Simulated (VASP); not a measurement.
# Al3GaN4 (Pm) in VASP: a series of runs, part 2 of 2

VASP 6.6.1.

## 4. Single point, PBEsol (strain -0.040 along x and y, +0.000 along z)

File INCAR:

```
SYSTEM = Al3GaN4
ALGO     = Normal         ! electronic algorithm
EDIFF    = 1E-6           ! SCF threshold, eV
ENCUT    = 520            ! plane-wave cutoff, eV
GGA      = PS             ! functional
ISIF     = 2              ! what is computed and relaxed
ISMEAR   = 0              ! smearing method
LASPH    = .TRUE.         ! aspherical terms in the spheres
LCHARG   = .TRUE.         ! write CHGCAR
LELF     = .TRUE.         ! ELF
LREAL    = .FALSE.        ! projectors in reciprocal space
LVHAR    = .TRUE.       
LWAVE    = .FALSE.        ! write WAVECAR
NBANDS   = 31             ! bands
NELM     = 60             ! most SCF steps
PREC     = Accurate       ! precision mode
SIGMA    = 0.05           ! smearing width, eV
```

File KPOINTS:

```
k-points
0
G
  6 8 4
  0 0 0
```

File POSCAR:

```
Al3GaN4
1.0
    4.8416716524      0.0000000000      0.0001149907
    0.0000000000      3.0048709415      0.0000000000
   -0.0031068066      0.0000000000      5.4179919474
Al Ga N
3 1 4
Direct
    0.5002300423      0.5000000000      0.1673295664
    0.0009207036      0.5000000000      0.8348055932
    0.0010880650      0.0000000000      0.3316926342
    0.4994217138      0.0000000000      0.6662009016
    0.1111724737      0.0000000000      0.6663292503
    0.1224543238      0.5000000000      0.1671578647
    0.6251234799      0.5000000000      0.8401923551
    0.6231881979      0.0000000000      0.3262928345
```

The run is started by

```
> cat potpaw_PBE.64/Al/POTCAR potpaw_PBE.64/Ga_d/POTCAR potpaw_PBE.64/N/POTCAR > POTCAR
> mpirun -np 1 vasp_std > vasp.out
```

It took 77 s on 1 thread of Intel Xeon 6975P-C (Granite Rapids), shared host; peak memory 0.28 GiB.

It converged, with:

```yaml
Free_energy: -59.5780 eV
Pressure: 19.3 GPa
Largest_force: 0.697 eV/Å
Band_gap_on_the_k_mesh: 4.05 eV, direct
```

Forces on the atoms (eV/Å):
```
Al   0.365  0.000 -0.452
Al   0.430  0.000  0.477
Al   0.368  0.000  0.445
Ga   0.309  0.000 -0.512
N   -0.349  0.000 -0.554
N   -0.374  0.000 -0.499
N   -0.414  0.000  0.561
N   -0.334  0.000  0.533
```

Stress tensor (GPa, compression positive):
```
25.51  0.00  0.08
 0.00 24.43  0.00
 0.08  0.00  8.04
```

Levels at points of the mesh, in eV from the valence-band top:
```
           k point  band 18  band 19  band 20  band 21  band 22  band 23  band 24  band 25
(0.00, 0.00, 0.00)    -0.69    -0.34    -0.04     0.00     4.05     5.73     6.25     6.32
(0.50, 0.00, 0.00)    -0.99    -0.75    -0.61    -0.31     5.21     5.53     6.05     6.47
(0.00, 0.50, 0.00)    -2.10    -1.99    -1.84    -1.71     5.65     5.69     7.60     7.77
(0.50, 0.50, 0.00)    -1.27    -1.26    -1.23    -0.93     6.33     6.59     6.72     6.73
(0.00, 0.00, 0.50)    -0.70    -0.55    -0.54    -0.13     6.10     6.36     7.42     7.80
(0.50, 0.00, 0.50)    -1.26    -1.20    -1.16    -0.71     6.33     6.47     6.65     6.82
(0.00, 0.50, 0.50)    -2.23    -2.11    -1.01    -0.85     5.00     5.52     5.86     6.02
(0.50, 0.50, 0.50)    -1.73    -1.69    -1.55    -1.25     4.81     5.18     5.25     5.29
```

Caveat: the cell differs from its parent crystal (strain -0.040 along x and y, +0.000 along z); the PAW data sets were made with another functional, which shifts forces and pressure a little. A k mesh can miss the band edges.

## 5. Single point, PBEsol (strain +0.000 along x and y, -0.040 along z)

File INCAR:

```
PREC = Accurate
ENCUT = 520
EDIFF = 1E-6
ISMEAR = 0
SIGMA = 0.05
LREAL = False
LASPH = True
NELM = 60
ALGO = Normal
ISIF = 2
LWAVE = False
LCHARG = False
GGA = PS
NBANDS = 31
```

File KPOINTS:

```
Automatic mesh
0
Gamma
  6 8 4
```

Changes to POSCAR since step 4:

```diff
@@ -2,5 +2,5 @@
 1.0
-    4.8416716524      0.0000000000      0.0001149907
-    0.0000000000      3.0048709415      0.0000000000
-   -0.0031068066      0.0000000000      5.4179919474
+    5.0434079713      0.0000000000      0.0001103911
+    0.0000000000      3.1300738974      0.0000000000
+   -0.0032362569      0.0000000000      5.2012722695
 Al Ga N
```

The run is started by

```
> cat potpaw_PBE.64/Al/POTCAR potpaw_PBE.64/Ga_d/POTCAR potpaw_PBE.64/N/POTCAR > POTCAR
> mpirun -np 1 vasp_std > vasp.out
```

Wall time 99 s (1 thread of Intel Xeon 6975P-C (Granite Rapids), shared host); peak memory 0.28 GiB.

It converged, with:

```
Free energy            : -59.8593 eV
Pressure               : 9.2 GPa
Largest force          : 0.678 eV/Å
Band gap on the k mesh : 3.74 eV, direct
```

Forces on the atoms (eV/Å):
```
Al  -0.300  0.000  0.524
Al  -0.272  0.000 -0.459
Al  -0.256  0.000 -0.530
Ga  -0.283  0.000  0.489
N    0.238  0.000  0.575
N    0.290  0.000  0.531
N    0.329  0.000 -0.593
N    0.254  0.000 -0.536
```

Stress tensor (GPa, compression positive):
```
 2.79  0.00 -0.10
 0.00  4.65  0.00
-0.10  0.00 20.24
```

Levels at points of the mesh, in eV from the valence-band top:
```tsv
k point	band 17	band 18	band 19	band 20	band 21	band 22	band 23	band 24	band 25	band 26
(0.00, 0.00, 0.00)	-0.95	-0.77	-0.12	-0.12	0.00	3.74	5.27	5.74	6.36	7.67
(0.50, 0.00, 0.00)	-1.41	-0.78	-0.57	-0.35	-0.21	4.72	5.10	5.94	6.38	8.51
(0.00, 0.50, 0.00)	-2.95	-2.07	-1.99	-1.59	-1.55	5.53	5.55	7.88	7.95	8.56
(0.50, 0.50, 0.00)	-3.09	-1.35	-1.34	-1.31	-1.08	6.18	6.53	6.53	6.61	8.54
(0.00, 0.00, 0.50)	-1.79	-0.75	-0.66	-0.44	-0.41	5.59	5.81	7.01	7.40	8.00
(0.50, 0.00, 0.50)	-1.59	-1.44	-1.38	-1.34	-0.95	5.88	6.14	6.29	6.46	8.53
(0.00, 0.50, 0.50)	-2.12	-2.03	-1.96	-0.76	-0.59	5.48	5.51	6.00	6.09	7.30
(0.50, 0.50, 0.50)	-1.53	-1.48	-1.46	-1.36	-1.30	4.76	5.15	5.18	5.25	8.05
```

Caveat: the cell differs from its parent crystal (strain +0.000 along x and y, -0.040 along z); the PAW data sets were made with another functional, which shifts forces and pressure a little. A k mesh can miss the band edges.

## 6. Single point, PBEsol (strain -0.040 along x and y, +0.040 along z)

File INCAR:

```
  ALGO = Normal
  EDIFF = 1E-6
  ENCUT = 520
  GGA = PS
  ISIF = 2
  ISMEAR = 0
  LASPH = T
  LCHARG = F
  LREAL = F
  LWAVE = F
  NBANDS = 31
  NELM = 60
  PREC = Accurate
  SIGMA = 0.05
```

File KPOINTS:

```
k-points
0
Gamma
  6 8 4
```

Changes to POSCAR since step 5:

```diff
@@ -2,5 +2,5 @@
 1.0
-    5.0434079713      0.0000000000      0.0001103911
-    0.0000000000      3.1300738974      0.0000000000
-   -0.0032362569      0.0000000000      5.2012722695
+    4.8416716524      0.0000000000      0.0001195903
+    0.0000000000      3.0048709415      0.0000000000
+   -0.0031068066      0.0000000000      5.6347116253
 Al Ga N
```

Potentials or basis: VASP PAW PBE potentials, release 64 (Al, Ga_d, N).

The run is started by

```
> cat potpaw_PBE.64/Al/POTCAR potpaw_PBE.64/Ga_d/POTCAR potpaw_PBE.64/N/POTCAR > POTCAR
> mpirun -np 1 vasp_std > vasp.out
```

Run time: 68 s. Hardware: 1 thread of Intel Xeon 6975P-C (Granite Rapids), shared host; peak memory 0.28 GiB.

The run converged. Its results:

| Quantity | Value |
| --- | --- |
| Free energy | -59.5560 eV |
| Pressure | 10.1 GPa |
| Largest force | 1.092 eV/Å |
| Band gap on the k mesh | 3.56 eV, direct |

Forces in eV/Å, atoms in the order of the input:
```
Al   0.612  0.000 -0.671
Al   0.660  0.000  0.635
Al   0.577  0.000  0.642
Ga   0.538  0.000 -0.691
N   -0.526  0.000 -0.804
N   -0.618  0.000 -0.741
N   -0.692  0.000  0.845
N   -0.551  0.000  0.785
```

Stress tensor (GPa, compression positive):
```
21.38  0.00  0.12
 0.00 18.72  0.00
 0.12  0.00 -9.65
```

Levels at points of the mesh, in eV from the valence-band top:
| k point | band 18 | band 19 | band 20 | band 21 | band 22 | band 23 | band 24 | band 25 |
| --- | --- | --- | --- | --- | --- | --- | --- | --- |
| (0.00, 0.00, 0.00) | -0.58 | -0.56 | -0.09 | 0.00 | 3.56 | 5.39 | 5.93 | 6.27 |
| (0.50, 0.00, 0.00) | -1.21 | -0.87 | -0.74 | -0.34 | 5.08 | 5.41 | 5.57 | 5.86 |
| (0.00, 0.50, 0.00) | -2.06 | -1.98 | -1.91 | -1.77 | 5.59 | 5.63 | 7.08 | 7.15 |
| (0.50, 0.50, 0.00) | -1.25 | -1.25 | -1.22 | -0.91 | 6.06 | 6.30 | 6.44 | 6.48 |
| (0.00, 0.00, 0.50) | -0.77 | -0.67 | -0.47 | -0.08 | 5.74 | 6.12 | 7.15 | 7.46 |
| (0.50, 0.00, 0.50) | -1.16 | -1.11 | -1.08 | -0.66 | 6.15 | 6.25 | 6.47 | 6.59 |
| (0.00, 0.50, 0.50) | -2.24 | -2.12 | -1.12 | -0.99 | 4.47 | 5.07 | 5.77 | 5.84 |
| (0.50, 0.50, 0.50) | -1.69 | -1.66 | -1.53 | -1.24 | 4.50 | 4.92 | 4.94 | 5.04 |

Caveat: the cell differs from its parent crystal (strain -0.040 along x and y, +0.040 along z); the PAW data sets were made with another functional, which shifts forces and pressure a little. A k mesh can miss the band edges.

## 7. Single point, PBEsol (strain -0.040 along x and y, +0.080 along z)

File INCAR:

```
PREC = Accurate
ENCUT = 520
EDIFF = 1E-6
ISMEAR = 0
SIGMA = 0.05
LREAL = False
LASPH = True
NELM = 100
ALGO = Normal
ISIF = 2
LWAVE = False
LCHARG = False
GGA = PS
NBANDS = 31
```

File KPOINTS:

```
regular mesh
0
Gamma
  6 8 4
```

Changes to POSCAR since step 6:

```diff
@@ -2,5 +2,5 @@
 1.0
-    4.8416716524      0.0000000000      0.0001195903
+    4.8416716524      0.0000000000      0.0001241900
     0.0000000000      3.0048709415      0.0000000000
-   -0.0031068066      0.0000000000      5.6347116253
+   -0.0031068066      0.0000000000      5.8514313032
 Al Ga N
```

The run is started by

```
> cat potpaw_PBE.64/Al/POTCAR potpaw_PBE.64/Ga_d/POTCAR potpaw_PBE.64/N/POTCAR > POTCAR
> mpirun -np 1 vasp_std > vasp.out
```

Wall time 89 s (1 thread of Intel Xeon 6975P-C (Granite Rapids), shared host); peak memory 0.29 GiB.

The run converged. Its results:

| Quantity | Value |
| --- | --- |
| Free energy | -59.2317 eV |
| Pressure | 3.1 GPa |
| Largest force | 1.279 eV/Å |
| Band gap on the k mesh | 3.04 eV, direct |

Forces on the atoms (eV/Å):
```
Al   0.777  0.000 -0.682
Al   0.814  0.000  0.598
Al   0.713  0.000  0.624
Ga   0.681  0.000 -0.668
N   -0.635  0.000 -0.846
N   -0.780  0.000 -0.788
N   -0.878  0.000  0.931
N   -0.692  0.000  0.831
```

Stress tensor (GPa, compression positive):
```
 17.71   0.00   0.13
  0.00  14.26   0.00
  0.13   0.00 -22.80
```

Levels at points of the mesh, in eV from the valence-band top:
| k point | band 18 | band 19 | band 20 | band 21 | band 22 | band 23 | band 24 | band 25 |
| --- | --- | --- | --- | --- | --- | --- | --- | --- |
| (0.00, 0.00, 0.00) | -0.78 | -0.48 | -0.17 | 0.00 | 3.04 | 4.71 | 5.82 | 6.30 |
| (0.50, 0.00, 0.00) | -1.25 | -1.11 | -0.73 | -0.37 | 4.64 | 5.15 | 5.24 | 5.44 |
| (0.00, 0.50, 0.00) | -2.05 | -2.04 | -1.90 | -1.83 | 5.52 | 5.57 | 6.52 | 6.57 |
| (0.50, 0.50, 0.00) | -1.26 | -1.25 | -1.22 | -0.91 | 5.75 | 5.99 | 6.13 | 6.18 |
| (0.00, 0.00, 0.50) | -0.85 | -0.80 | -0.41 | -0.04 | 5.28 | 5.80 | 6.82 | 7.15 |
| (0.50, 0.00, 0.50) | -1.09 | -1.03 | -1.01 | -0.62 | 5.87 | 6.01 | 6.22 | 6.32 |
| (0.00, 0.50, 0.50) | -2.26 | -2.15 | -1.22 | -1.11 | 3.98 | 4.63 | 5.60 | 5.64 |
| (0.50, 0.50, 0.50) | -1.67 | -1.64 | -1.52 | -1.25 | 4.17 | 4.63 | 4.64 | 4.76 |

Caveat: the cell differs from its parent crystal (strain -0.040 along x and y, +0.080 along z); the PAW data sets were made with another functional, which shifts forces and pressure a little.

## 8. The runs side by side

| cell | gap on the mesh (eV) | pressure (GPa) | largest force (eV/Å) |
| --- | --- | --- | --- |
| a = 4.640, b = 2.880, c = 5.851 Å, 8 atoms | 3.29 | 26.0 | 2.49 |
| a = 5.043, b = 3.130, c = 4.985 Å, 8 atoms | 3.84 | 21.4 | 1.75 |
| a = 4.842, b = 3.005, c = 5.418 Å, 8 atoms | 4.05 | 19.3 | 0.70 |
| a = 5.043, b = 3.130, c = 5.201 Å, 8 atoms | 3.74 | 9.2 | 0.68 |
| a = 4.842, b = 3.005, c = 5.635 Å, 8 atoms | 3.56 | 10.1 | 1.09 |
| a = 4.842, b = 3.005, c = 5.851 Å, 8 atoms | 3.04 | 3.1 | 1.28 |

Alike in all rows: task single point; level PBEsol; potentials or basis VASP PAW PBE potentials, release 64 (Al, Ga_d, N); no spin polarisation; k mesh 6 × 8 × 4; cutoff (eV) 520; smearing gaussian 0.05 eV.

Caveats: the PAW data sets were made with another functional, which shifts forces and pressure a little.

Total energies depend on the potentials used, so only differences within one code and one set of settings carry meaning.
